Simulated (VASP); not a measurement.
# BAs3 in VASP: further runs

Runs on BAs3. Level: PBE. Tasks: single point.

Everything below comes from runs of VASP 6.6.1. Logs are shortened: lines on timing, memory, paths and dates and some standing lists are left out, and cuts for length are marked.

## 1. The cell of the first run

The cell holds an amorphous packing of atoms, 20 atoms: a = 7.116 Å, b = 7.459 Å, c = 7.561 Å, α = 89.01°, β = 91.18°, γ = 88.09°.

## 2. Single point, PBE

Contents of INCAR:

```
SYSTEM = BAs3
  PREC = Accurate
  ENCUT = 520
  EDIFF = 1E-6
  ISMEAR = -1
  SIGMA = 0.2482
  LREAL = Auto
  LASPH = .TRUE.
  NELM = 100
  ALGO = Normal
  ISIF = 2
  LWAVE = .FALSE.
  LCHARG = .TRUE.
  GGA = PE
  LELF = .TRUE.
  LVHAR = .TRUE.
  ISYM = 0
  NBANDS = 61
```

Contents of KPOINTS:

```
Automatic mesh
0
Gamma
  1 1 1
  0.25 0.25 0.25
```

Contents of POSCAR:

```
BAs3
1.0
    7.1150020000      0.1216840000     -0.0762260000
    0.1216840000      7.4579790000      0.0655730000
   -0.0762260000      0.0655730000      7.5605040000
B As
5 15
Direct
    0.0171143393      0.4687767180      0.9593207625
    0.2057414371      0.4663282348      0.5468924169
    0.0897009638      0.4940950323      0.1596305289
    0.2022878754      0.2740793405      0.4263467609
    0.0715710816      0.5606898652      0.3853065167
    0.6467848531      0.4440515558      0.2140279311
    0.9340197527      0.2812347013      0.3345469015
    0.6407694634      0.9620696492      0.0837443509
    0.7902990315      0.6614978986     -0.0052488654
    0.9481027294      0.2876272341      0.7097768215
    0.5617425674      0.4003723163      0.6185867735
    0.1524326010      0.0304809960      0.8764241904
    0.2908194077      0.7224347639      0.9920948108
    0.9316674708      0.9454371500      0.3262862019
    0.3445127963      0.3545074760      0.2514906035
    0.2537292896      0.7082414818      0.6564303451
    0.3432671838      0.8731862534      0.2579893407
    0.8526834355      0.6825987474      0.4800290562
    0.6982121461      0.8822539864      0.7264582994
    0.7059308241      0.1968248112      0.9314230757
```

Potentials or basis: VASP PAW PBE potentials, release 64 (B, As).

On the command line:

```bash
$ cat potpaw_PBE.64/B/POTCAR potpaw_PBE.64/As/POTCAR > POTCAR
$ mpirun -np 1 vasp_std > vasp.out
```

OUTCAR:

```text
SYSTEM = BAs3
   PREC = Accurate
   ENCUT = 520
   EDIFF = 1E-6
   ISMEAR = -1
   LREAL = Auto
   LASPH = .TRUE.
   NELM = 100
   ISIF = 2
   GGA = PE
   ISYM = 0

 ion  position               nearest neighbor table
   1  0.017  0.469  0.959-   3 1.61   9 2.15  10 2.39
   2  0.206  0.466  0.547-   5 1.67   4 1.71  16 2.03
   3  0.090  0.494  0.160-   1 1.61   5 1.79  15 2.16   7 2.37
   4  0.202  0.274  0.426-   2 1.71  15 1.79   7 2.02
   5  0.072  0.561  0.385-   2 1.67   3 1.79  18 1.93   7 2.37
   6  0.647  0.444  0.214-  15 2.30   7 2.49   9 2.55  20 2.88
   7  0.934  0.281  0.335-   4 2.02   5 2.37   3 2.37   6 2.49  14 2.51  10 2.84
   8  0.641  0.962  0.084-  20 2.15   9 2.56  17 2.61  14 2.74  19 2.81
   9  0.790  0.661  0.995-   1 2.15   6 2.55   8 2.56  19 2.65
  10  0.948  0.288  0.710-   1 2.39  20 2.53  12 2.65   7 2.84  11 2.91
  11  0.562  0.400  0.619-  10 2.91
  12  0.152  0.030  0.876-  13 2.60  10 2.65
  13  0.291  0.722  0.992-  17 2.35  16 2.55  12 2.60
  14  0.932  0.945  0.326-  18 2.35   7 2.51   8 2.74
  15  0.345  0.355  0.251-   4 1.79   3 2.16   6 2.30
  16  0.254  0.708  0.656-   2 2.03  13 2.55
  17  0.343  0.873  0.258-  13 2.35   8 2.61
  18  0.853  0.683  0.480-   5 1.93  14 2.35  19 2.64
  19  0.698  0.882  0.726-  18 2.64   9 2.65   8 2.81  20 2.84
  20  0.706  0.197  0.931-   8 2.15  10 2.53  19 2.84   6 2.88

IMPORTANT INFORMATION: All symmetrisations will be switched off!
NOSYMM: (Re-)initialisation of all symmetry stuff for point group C_1.

----------------------------------------------------------------------------------------

                                     Primitive cell

  volume of cell :     401.0000

  direct lattice vectors                    reciprocal lattice vectors
     7.115002000  0.121684000 -0.076226000     0.140602950 -0.002306710  0.001437584
     0.121684000  7.457979000  0.065573000    -0.002306710  0.134132652 -0.001186602
    -0.076226000  0.065573000  7.560504000     0.001437584 -0.001186602  0.132291100

  length of vectors
     7.116450721  7.459259855  7.561172591     0.140629219  0.134157732  0.132304232

  position of ions in fractional coordinates (direct lattice)
     0.017114339  0.468776718  0.959320762
     0.205741437  0.466328235  0.546892417
     0.089700964  0.494095032  0.159630529
     0.202287875  0.274079341  0.426346761
     0.071571082  0.560689865  0.385306517
     0.646784853  0.444051556  0.214027931
[... 12 lines left out ...]
     0.698212146  0.882253986  0.726458299
     0.705930824  0.196824811  0.931423076

  ion indices of the primitive-cell ions
   primitive index   ion index
                 1           1
                 2           2
                 3           3
                 4           4
                 5           5
                 6           6
[... 12 lines left out ...]
                19          19
                20          20

----------------------------------------------------------------------------------------

 KPOINTS: Automatic mesh

Automatic generation of k-mesh.
 Grid dimensions read from file:
 generate k-points for:    1    1    1

 Generating k-lattice:

  Cartesian coordinates                     Fractional coordinates (reciprocal lattice)
     0.140602950 -0.002306710  0.001437584     1.000000000 -0.000000000  0.000000000
    -0.002306710  0.134132652 -0.001186602    -0.000000000  1.000000000 -0.000000000
     0.001437584 -0.001186602  0.132291100     0.000000000  0.000000000  1.000000000

  Length of vectors
     0.140629219  0.134157732  0.132304232

  Shift w.r.t. Gamma in fractional coordinates (k-lattice)
     0.250000000  0.250000000  0.250000000

 Subroutine IBZKPT returns following result:
 ===========================================

 Found      1 irreducible k-points:

 Following reciprocal coordinates:
            Coordinates               Weight
  0.250000  0.250000  0.250000      2.000000
   k-points           NKPTS =      1   k-points in BZ     NKDIM =      1   number of bands    NBANDS=     61
   number of dos      NEDOS =    301   number of ions     NIONS =     20
   total plane-waves  NPLWV = 169344
   dimension x,y,z NGX =    54 NGY =   56 NGZ =   56
   dimension x,y,z NGXF=   108 NGYF=  112 NGZF=  112
   ions per type =               5  15
   NGX,Y,Z   is equivalent  to a cutoff of  12.61, 12.48, 12.31 a.u.
   NGXF,Y,Z  is equivalent  to a cutoff of  25.23, 24.96, 24.63 a.u.
 SYSTEM =  BAs3
   PREC   = accura    normal or accurate (medium, high low for compatibility)
   ISTART =      0    job   : 0-new  1-cont  2-samecut
   ICHARG =      2    charge: 1-file 2-atom 10-const
   ISPIN  =      1    spin polarized calculation?
   LNONCOLLINEAR =      F non collinear calculations
   LSORBIT =      F    spin-orbit coupling
   LASPH  =      T    aspherical Exc in radial PAW
   ENCUT  =  520.0 eV  38.22 Ry    6.18 a.u.  13.23 13.87 14.06*2*pi/ulx,y,z
   NELM   =    100;   NELMIN=  2; NELMDL= -5     # of ELM steps
   EDIFF  = 0.1E-05   stopping-criterion for ELM
   LREAL  =      T    real-space projection
   EDIFFG = 0.1E-04   stopping-criterion for IOM
   NSW    =      0    number of steps for IOM
   IBRION =     -1    ionic relax: 0-MD 1-quasi-New 2-CG
   NFREE  =      0    steps in history (QN), initial steepest desc. (CG)
   ISIF   =      2    stress and relaxation
   ISYM   =      0    0-nonsym 1-usesym 2-fastsym
   POTIM  = 0.5000    time-step for ionic-motion
   TEBEG  =    0.0;   TEEND  =   0.0 temperature during run
   PSTRESS=    0.0 pullay stress
   NELECT =      90.0000    total number of electrons
   NUPDOWN=      -1.0000    fix difference up-down
   EMIN   =  10.00;   EMAX   =-10.00  energy-range for DOS
   EFERMI =   0.00;   METHOD = LEGACY
   ISMEAR =    -1;   SIGMA  =   0.25  broadening in eV -4-tet -1-fermi 0-gaus
   EFERMI_NEDOS =   21; number of points for ismear=-14 and -15
   IALGO  =     38    algorithm
   IMIX   =      4    mixing-type and parameters
     AMIX     =   0.40;   BMIX     =  1.00
     AMIX_MAG =   1.60;   BMIX_MAG =  1.00
  volume/ion in A,a.u.               =      20.05       135.30
  Fermi-wavevector in a.u.,A,eV,Ry     =   0.994888  1.880066 13.467077  0.989802
  Thomas-Fermi vector in A             =   2.126870
   LORBIT       =      0    0 simple, 1 ext, 2 COOP (PROOUT), +10 PAW based schemes
   GGA     = PE    functional components
   LHFCALC =     F    Hartree Fock is set to
   AEXX    =    0.0000 exact exchange contribution
   IVDW    =     0    specifies the selected vdW correction
   LEPSILON=     F    determine dielectric tensor
   LRPA    =     F    only Hartree local field effects (RPA)
 non-spin polarized calculation
  energy-cutoff  :      520.00
  volume of cell :      401.00
 maximum number of plane-waves:     10782
 NGX is ok and might be reduce to    54
   NGX = 27   NGY = 27   NGZ = 29

 number of electron      89.9999998 magnetization

 Free energy of the ion-electron system (eV)
  ---------------------------------------------------
  ext. energy  EPLUGINS =         0.00000000
  ---------------------------------------------------
  free energy    TOTEN  =       -87.65493428 eV

  energy without entropy =      -85.73219405  energy(sigma->0) =      -86.69356416

 E-fermi :   4.1667     XC(G=0):  -9.5954

 val. band max:        4.1382121264   @ k =   0.2500   0.2500   0.2500
 cond. band min:       4.2660844464   @ k =   0.2500   0.2500   0.2500
 fundamental gap:      0.1278723200
 Fermi energy:         4.1666629970

 k-point     1 :       0.2500    0.2500    0.2500
  band No.  band energies     occupation
      1     -10.6597      2.00000
      2      -9.9727      2.00000
      3      -9.2415      2.00000
      4      -8.8858      2.00000
      5      -8.5293      2.00000
      6      -8.2362      2.00000
[... 49 lines left out ...]
     56       6.0838      0.00088
     57       6.3243      0.00034
 [bands above 57 left out]

------------------------ aborting loop because EDIFF is reached ----------------------------------------

  FORCE on cell =-STRESS in cart. coord.  units (eV):
  Direction    XX          YY          ZZ          XY          YZ          ZX
  --------------------------------------------------------------------------------------
  -------------------------------------------------------------------------------------
  Total       15.7057554     12.1237113     11.7727597      3.7052140     -8.9260353     -7.5760108
  in kB       62.7516371     48.4397414     47.0375304     14.8040155    -35.6635712    -30.2696094
  external PRESSURE =      52.7429696 kB  Pullay stress =       0.0000000 kB

 VOLUME and BASIS-vectors are now :
 -----------------------------------------------------------------------------
  energy-cutoff  :      520.00
  volume of cell :      401.00
      direct lattice vectors                 reciprocal lattice vectors
     7.115002000  0.121684000 -0.076226000     0.140602950 -0.002306710  0.001437584
     0.121684000  7.457979000  0.065573000    -0.002306710  0.134132652 -0.001186602
    -0.076226000  0.065573000  7.560504000     0.001437584 -0.001186602  0.132291100

 POSITION                                       TOTAL-FORCE (eV/Angst)
 -----------------------------------------------------------------------------------
      0.10569      3.56112      7.28238        -0.716582      0.010167     -1.124940
      1.47891      3.53876      4.14968         0.898420     -1.005454      0.772819
      0.68618      3.70633      1.23245         0.921943      0.670453      0.901901
      1.44013      2.09665      3.22595        -1.626374     -0.165163      4.197717
      0.54808      4.21559      2.94442         1.155910     -0.638982     -2.015886
      4.63959      3.40446      1.59797         0.128217      0.943275     -0.019216
[... 12 lines left out ...]
      5.01976      6.71243      5.49702         0.285827     -0.573697      0.376631
      4.97565      1.61489      7.00112         0.365621      3.276906     -2.302678
 -----------------------------------------------------------------------------------
    total drift:                               -0.001956     -0.016218      0.000236

  FREE ENERGIE OF THE ION-ELECTRON SYSTEM (eV)
  ---------------------------------------------------
  free  energy   TOTEN  =       -87.6549342765 eV

  energy  without entropy=      -85.7321940501  energy(sigma->0) =      -86.69356416
```

Wall time 50 s (1 thread of Intel Xeon 6975P-C (Granite Rapids), shared host); peak memory 0.37 GiB.

Results:

* Free energy: -87.6549 eV
* Pressure: 5.3 GPa
* Largest force: 4.519 eV/Å
* Band gap on the k mesh: 0.13 eV

Forces in eV/Å, atoms in the order of the input:
```
B   -0.717  0.010 -1.125
B    0.898 -1.005  0.773
B    0.922  0.670  0.902
B   -1.626 -0.165  4.198
B    1.156 -0.639 -2.016
As   0.128  0.943 -0.019
As   0.244 -1.327  0.353
As  -1.125 -3.089  3.101
As   0.125  0.326 -1.646
As   1.177  0.855  0.718
As  -0.360  0.054  0.099
As   0.071 -0.189  0.732
As  -0.804 -0.600 -0.814
As   0.380  0.233 -1.323
As   1.144 -0.104 -3.693
As   0.590  0.002 -0.927
As  -0.326  0.657  1.310
As  -2.530  0.665  1.303
As   0.286 -0.574  0.377
As   0.366  3.277 -2.303
```

Stress tensor (GPa, compression positive):
```
 6.28  1.48 -3.03
 1.48  4.84 -3.57
-3.03 -3.57  4.70
```

Levels at points of the mesh, in eV from the valence-band top:
```
           k point  band 41  band 42  band 43  band 44  band 45  band 46  band 47  band 48  band 49  band 50
(0.25, 0.25, 0.25)    -0.96    -0.70    -0.59    -0.32     0.00     0.13     0.36     0.48     0.78     1.00
```

Caveat: the k points lie up to 0.88 Å⁻¹ apart.

## 3. Single point, PBE

Contents of INCAR:

```
SYSTEM = BAs3
PREC = Accurate
ENCUT = 520
EDIFF = 1E-7
ISMEAR = -1
SIGMA = 0.2482
LREAL = Auto
LASPH = .True.
NELM = 60
ALGO = Normal
ISIF = 2
LWAVE = .False.
LCHARG = .False.
GGA = PE
ISYM = 0
NBANDS = 61
```

KPOINTS is that of step 2.

Contents of POSCAR:

```
BAs3
1.0
    7.1150020000      0.1216840000     -0.0762260000
    0.1216840000      7.4579790000      0.0655730000
   -0.0762260000      0.0655730000      7.5605040000
B As
5 15
Direct
    0.0484809726      0.5045582666      0.9658500427
    0.2149228796      0.4489988532      0.6549693657
    0.1686216423      0.5706669264      0.1633216530
    0.1775237687      0.3289796705      0.4585381798
    0.1328778484      0.5718883706      0.3855616386
    0.6898838521      0.4720010160      0.1890032151
    0.9264180680      0.2626845768      0.3325101247
    0.6174843451      0.9433646729      0.1180533877
    0.8188548817      0.6967939307     -0.0247973992
    0.9591873822      0.2928266257      0.7233681110
    0.5708235043      0.4050387215      0.6192126859
    0.1153576851     -0.0035914743      0.8947883314
    0.2878226698      0.7252194158      0.9939977226
    0.9215220610      0.9404236078      0.3118202891
    0.3134202628      0.3390792218      0.2341368156
    0.2730250740      0.6948360908      0.6606719767
    0.3353361329      0.9298770914      0.2498152903
    0.8621146306      0.6820567640      0.4583962976
    0.7121160483      0.8743693943      0.7134688023
    0.7515422276      0.1891029240      0.9561206517
```

Potentials or basis: VASP PAW PBE potentials, release 64 (B, As).

On the command line:

```bash
$ cat potpaw_PBE.64/B/POTCAR potpaw_PBE.64/As/POTCAR > POTCAR
$ mpirun -np 1 vasp_std > vasp.out
```

Wall time 48 s (1 thread of Intel Xeon 6975P-C (Granite Rapids), shared host); peak memory 0.38 GiB.

It converged, with:

```
Free energy            : -89.1478 eV
Pressure               : 4.2 GPa
Largest force          : 2.824 eV/Å
Band gap on the k mesh : 0.06 eV
```

Forces on the atoms (eV/Å):
```
B   -0.801  0.318  0.593
B   -0.123 -2.276 -1.666
B   -1.237 -1.594  0.329
B   -0.960  1.856  1.216
B   -0.220 -0.746  0.986
As  -1.004 -0.434  0.200
As   0.851  0.141  1.111
As   1.406 -0.227 -0.163
As   0.548 -0.401 -0.881
As   1.239  0.898 -0.253
As  -0.621 -0.024  0.493
As  -1.012  0.969 -0.142
As   2.076  0.155 -0.429
As   0.532  1.103 -1.467
As   1.725 -1.121 -0.873
As   1.052  1.738 -1.508
As  -1.865  0.457  1.356
As  -1.133 -1.617  1.614
As   0.404  0.164 -0.354
As  -0.857  0.640 -0.163
```

Stress tensor (GPa, compression positive):
```
 2.75  0.28 -3.09
 0.28  6.32 -4.24
-3.09 -4.24  3.49
```

Levels at points of the mesh, in eV from the valence-band top:
```csv
k point,band 41,band 42,band 43,band 44,band 45,band 46,band 47,band 48,band 49,band 50
"(0.25, 0.25, 0.25)",-0.85,-0.73,-0.50,-0.42,0.00,0.06,0.41,0.57,0.85,1.06
```

Caveat: the k points lie up to 0.88 Å⁻¹ apart.

## 4. Single point, PBE

Contents of INCAR:

```
SYSTEM = BAs3
  PREC = Accurate
  ENCUT = 520
  EDIFF = 1E-6
  ISMEAR = -1
  SIGMA = 0.2482
  LREAL = Auto
  LASPH = .TRUE.
  NELM = 60
  ALGO = Normal
  ISIF = 2
  LWAVE = .FALSE.
  LCHARG = .FALSE.
  GGA = PE
  ISYM = 0
  NBANDS = 61
```

KPOINTS is that of step 3.

Contents of POSCAR:

```
BAs3
1.0
    7.1150020000      0.1216840000     -0.0762260000
    0.1216840000      7.4579790000      0.0655730000
   -0.0762260000      0.0655730000      7.5605040000
B As
5 15
Direct
    0.0232215763      0.4740729977      0.8839590190
    0.1910801929      0.4580658132      0.6877736629
    0.0886066343      0.4788126880      0.1140716207
    0.1772779264      0.3408140558      0.4947316987
    0.1143309043      0.5533461900      0.4722140770
    0.6914115010      0.4711432001      0.1749377105
    0.9489272260      0.2616687568      0.3356205514
    0.6068986706      0.9247419493      0.1688210672
    0.8507545550      0.7226139847     -0.0510597376
    0.9567715933      0.3125738280      0.6851472425
    0.5497442143      0.4210814572      0.6141744291
    0.1084729944     -0.0188158123      0.9085218752
    0.2942467990      0.7121137546      0.9919241920
    0.8950613801      0.9304088386      0.2750029958
    0.3058643585      0.3210675390      0.2186301938
    0.3077969616      0.6987841885      0.6329317140
    0.3249718084      0.9372728965      0.2475950685
    0.8467978614      0.6811299926      0.4228885107
    0.7002503068      0.8755661774      0.6958744786
    0.7723564627      0.1716517299      0.9720705028
```

On the command line:

```bash
$ cat potpaw_PBE.64/B/POTCAR potpaw_PBE.64/As/POTCAR > POTCAR
$ mpirun -np 1 vasp_std > vasp.out
```

Wall time 45 s (1 thread of Intel Xeon 6975P-C (Granite Rapids), shared host); peak memory 0.37 GiB.

The run converged. Its results:

```yaml
Free_energy: -88.5911 eV
Pressure: 5.2 GPa
Largest_force: 5.292 eV/Å
Band_gap_on_the_k_mesh: 0.22 eV
```

Forces on the atoms (eV/Å):
```
B    1.445  0.947  1.324
B    0.632 -0.003  0.703
B    0.238 -0.607 -2.038
B    1.033 -0.008 -0.704
B   -0.735  1.351  0.053
As   0.236 -0.972  0.076
As  -0.497  0.624 -0.400
As   1.565  0.571 -3.578
As   0.413 -0.973 -1.127
As  -2.432 -1.884  0.715
As  -1.079 -0.186  0.259
As  -0.701  0.572 -0.468
As   0.370 -1.385  0.651
As   4.262  2.760  0.268
As   0.454  0.233  0.987
As   0.880  0.735 -0.872
As  -4.911  0.546  1.895
As  -0.383 -3.377  3.246
As   0.161  0.583 -0.487
As  -0.952  0.474 -0.501
```

Stress tensor (GPa, compression positive):
```
 5.86  0.46  1.08
 0.46  5.05 -2.68
 1.08 -2.68  4.71
```

Levels at points of the mesh, in eV from the valence-band top:
```csv
k point,band 41,band 42,band 43,band 44,band 45,band 46,band 47,band 48,band 49,band 50
"(0.25, 0.25, 0.25)",-0.78,-0.62,-0.37,-0.24,0.00,0.22,0.55,0.70,0.84,1.27
```

Caveat: the k points lie up to 0.88 Å⁻¹ apart.
